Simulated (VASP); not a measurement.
Write the native input for VASP 6.6.1 that does the following.

* Task: single point
* Functional: PBE
* Potentials or basis: VASP PAW PBE potentials, release 64 (Hf_pv)
* Cutoff: 520 eV
* k mesh: 18 × 18 × 18
* Occupations: gaussian, width 0.15 eV
* Spin: no spin polarisation
* Dipole correction: no
* Further INCAR settings: ALGO = Fast; EDIFF = 1e-06; NBANDS = 11

The structure of Hf lies in POSCAR:

```
Hf
1.0
    0.0000000000      2.2200000000      2.1201000000
    2.2200000000      0.0000000000      2.1201000000
    2.2200000000      2.2200000000      0.0000000000
Hf
1
Direct
    0.0000000000      0.0000000000      0.0000000000
```

This cell differs from its parent crystal: strain -0.0450 x Voigt [0, 0, 1, 0, 0, 0].

The input as run:

INCAR

```
PREC     = Accurate       # precision mode
ENCUT    = 520            # plane-wave cutoff, eV
EDIFF    = 1E-6           # SCF threshold, eV
ISMEAR   = 0              # smearing method
SIGMA    = 0.15           # smearing width, eV
LREAL    = F              # projectors in reciprocal space
LASPH    = T              # aspherical terms in the spheres
NELM     = 60             # most SCF steps
ALGO     = Fast           # electronic algorithm
ISIF     = 2              # what is computed and relaxed
LWAVE    = F              # write WAVECAR
LCHARG   = F              # write CHGCAR
GGA      = PE             # functional
NBANDS   = 11             # bands
```

KPOINTS

```
regular mesh
0
Gamma
  18 18 18
```

Potentials or basis: VASP PAW PBE potentials, release 64 (Hf_pv).

Run with:

```bash
$ cat potpaw_PBE.64/Hf_pv/POTCAR > POTCAR
$ mpirun -np 1 vasp_std > vasp.out
```

Results of the run:

- Pressure: 8.3 GPa
- Band gap on the k mesh: zero (bands 5 and 6 overlap by 2.09 eV)

Caveat: the cell differs from its parent crystal (strain -0.0450 x Voigt [0, 0, 1, 0, 0, 0]); the cell stands under pressure; spin-orbit coupling is left out, which moves the levels of the heavy elements.

Run time: 2.2 min on 1 thread of Intel Xeon 8259CL, with other jobs on the host, peak memory 0.23 GiB.
